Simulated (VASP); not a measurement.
# MoS2 (P-3m1) in VASP: notebook, part 2 of 2

VASP 6.6.1. Earlier steps stand in the parts before.

**4. Single point, PBEsol**

This run uses another cell than the first one, of 18.03 Å³/atom.

Contents of INCAR:

```
SYSTEM = MoS2
  PREC = Accurate
  ENCUT = 520
  EDIFF = 1E-6
  ISMEAR = 1
  SIGMA = 0.1
  LREAL = .False.
  LASPH = .True.
  NELM = 100
  ALGO = Normal
  ISIF = 2
  LWAVE = .False.
  LCHARG = .False.
  GGA = PS
  NBANDS = 20
```

Contents of KPOINTS:

```
Automatic mesh
0
Gamma
  10 10 5
  0 0 0
```

Contents of POSCAR:

```
MoS2
1.0
    3.1727516336      0.0000000000      0.0000000000
   -1.5863753253      2.7476828463      0.0000000000
    0.0000000000      0.0000000000      6.2054612591
Mo S
1 2
Direct
    0.0000000000      0.0000000000      0.5000000000
    0.3333333333      0.6666666667      0.2553190000
    0.6666666667      0.3333333333      0.7446810000
```

Potentials or basis: VASP PAW PBE potentials, release 64 (Mo_sv, S).

On the command line:

```sh
> cat potpaw_PBE.64/Mo_sv/POTCAR potpaw_PBE.64/S/POTCAR > POTCAR
> mpirun -np 1 vasp_std > vasp.out
```

OUTCAR:

```text
SYSTEM = MoS2
   PREC = Accurate
   ENCUT = 520
   EDIFF = 1E-6
   ISMEAR = 1
   LREAL = .False.
   LASPH = .True.
   NELM = 100
   ISIF = 2
   GGA = PS

 ion  position               nearest neighbor table
   1  0.000  0.000  0.500-   2 2.38   3 2.38   3 2.38   2 2.38   3 2.38   2 2.38
   2  0.333  0.667  0.255-   1 2.38   1 2.38   1 2.38
   3  0.667  0.333  0.745-   1 2.38   1 2.38   1 2.38

  LATTYP: Found a hexagonal cell.
 ALAT       =     3.1727516336
 C/A-ratio  =     1.9558610240

  Lattice vectors:

 A1 = (   3.1727516336,   0.0000000000,   0.0000000000)
 A2 = (  -1.5863753253,   2.7476828463,   0.0000000000)
 A3 = (   0.0000000000,   0.0000000000,   6.2054612591)

Analysis of symmetry for initial positions (statically):
=====================================================================
 Subroutine PRICEL returns:
 Original cell was already a primitive cell.

 Routine SETGRP: Setting up the symmetry group for a
 hexagonal supercell.

 Subroutine GETGRP returns: Found 12 space group operations
 (whereof 12 operations were pure point group operations)
 out of a pool of 24 trial point group operations.

The static configuration has the point symmetry D_3d.
[... 162 lines left out ...]

 E-fermi :   7.6032     XC(G=0): -10.8755

 val. band max:        7.5081314725   @ k =   0.2000   0.2000   0.4000
 cond. band min:       7.6411321046   @ k =   0.1000   0.0000   0.2000
 fundamental gap:      0.1330006321
 Fermi energy:         7.6031626886

 k-point     1 :       0.0000    0.0000    0.0000
  band No.  band energies     occupation
      1     -54.1788      2.00000
      2     -28.2935      2.00000
      3     -28.2082      2.00000
      4     -28.2082      2.00000
      5      -7.6747      2.00000
      6      -6.0515      2.00000
[... 541 lines left out ...]
     19      14.0683      0.00000
     20      15.2559      0.00000

 [... further k-points ...]

------------------------ aborting loop because EDIFF is reached ----------------------------------------

  FORCE on cell =-STRESS in cart. coord.  units (eV):
  Direction    XX          YY          ZZ          XY          YZ          ZX
  --------------------------------------------------------------------------------------
  -------------------------------------------------------------------------------------
  Total        0.7300627      0.7300624      2.4998468      0.0000001      0.0000000      0.0000000
  in kB       21.6219073     21.6218968     74.0367287      0.0000039      0.0000000      0.0000000
  external PRESSURE =      39.0935109 kB  Pullay stress =       0.0000000 kB

 VOLUME and BASIS-vectors are now :
 -----------------------------------------------------------------------------
  energy-cutoff  :      520.00
  volume of cell :       54.10
      direct lattice vectors                 reciprocal lattice vectors
     3.172751634  0.000000000  0.000000000     0.315183826  0.181971455  0.000000000
    -1.586375325  2.747682846  0.000000000     0.000000000  0.363943023  0.000000000
     0.000000000  0.000000000  6.205461259     0.000000000  0.000000000  0.161148375

 POSITION                                       TOTAL-FORCE (eV/Angst)
 -----------------------------------------------------------------------------------
      0.00000      0.00000      3.10273        -0.000000      0.000000      0.000000
      0.00000      1.83179      1.58437         0.000000     -0.000000     -0.894918
      1.58638      0.91589      4.62109        -0.000000      0.000000      0.894918
 -----------------------------------------------------------------------------------
    total drift:                                0.000000      0.000000      0.000000

  FREE ENERGIE OF THE ION-ELECTRON SYSTEM (eV)
  ---------------------------------------------------
  free  energy   TOTEN  =       -22.5681105579 eV

  energy  without entropy=      -22.5697339731  energy(sigma->0) =      -22.56865170
```

stdout:

```text
POSCAR found type information on POSCAR MoS
 POSCAR found :  2 types and       3 ions
 scaLAPACK will be used
 -----------------------------------------------------------------------------
|                                                                             |
|                                                                             |
|     You enforced a specific xc type in the INCAR file but a different       |
|     I HOPE YOU KNOW WHAT YOU ARE DOING!                                     |
|                                                                             |
 -----------------------------------------------------------------------------

 LDA part: xc-table for (Slater+PW92), standard interpolation
 POSCAR, INCAR and KPOINTS ok, starting setup
 FFT: planning ... GRIDC
 FFT: planning ... GRID_SOFT
 FFT: planning ... GRID
 WAVECAR not read
 entering main loop
```

It took 79 s on 1 thread of Intel Xeon 8259CL, shared host; peak memory 0.2 GiB.

What came out:

- Free energy: -22.5681 eV
- Pressure: 3.9 GPa
- Largest force: 0.895 eV/Å
- Band gap on the k mesh: zero (bands 13 and 14 overlap by 0.76 eV)

Forces in eV/Å, atoms in the order of the input:
```
Mo   0.000  0.000  0.000
S    0.000  0.000 -0.895
S    0.000  0.000  0.895
```

Stress tensor (GPa, compression positive):
```
2.16 0.00 0.00
0.00 2.16 0.00
0.00 0.00 7.40
```

Levels at points of the mesh, in eV from the Fermi level:
```csv
k point,band 11,band 12,band 13,band 14,band 15,band 16
"(0.00, 0.00, 0.00)",-1.33,-1.16,-1.16,-0.37,-0.37,3.31
"(0.50, 0.00, 0.00)",-3.43,-1.94,-1.92,0.92,1.73,3.79
```

Caveat: the cell stands under pressure; the PAW data sets were made with another functional, which shifts forces and pressure a little; this functional lacks dispersion, which binds the layers, so the pressure and a relaxed spacing across them are unreliable.

**5. Summary**

| cell | gap on the mesh (eV) | pressure (GPa) | largest force (eV/Å) |
| --- | --- | --- | --- |
| a = 3.116, b = 3.116, c = 6.095 Å, angles 90.0, 90.0, 120.0°, 3 atoms | none | 13.5 | 1.95 |
| a = 3.145, b = 3.145, c = 6.151 Å, angles 90.0, 90.0, 120.0°, 3 atoms | none | 8.4 | 1.40 |
| a = 3.173, b = 3.173, c = 6.205 Å, angles 90.0, 90.0, 120.0°, 3 atoms | none | 3.9 | 0.89 |

Alike in all rows: task single point; level PBEsol; potentials or basis VASP PAW PBE potentials, release 64 (Mo_sv, S); no spin polarisation; k mesh 10 × 10 × 5; cutoff (eV) 520; smearing methfessel-paxton 0.1 eV.

Caveats: the cell stands under pressure; the PAW data sets were made with another functional, which shifts forces and pressure a little; this functional lacks dispersion, which binds the layers, so the pressure and a relaxed spacing across them are unreliable.

Total energies depend on the potentials used, so only differences within one code and one set of settings carry meaning.
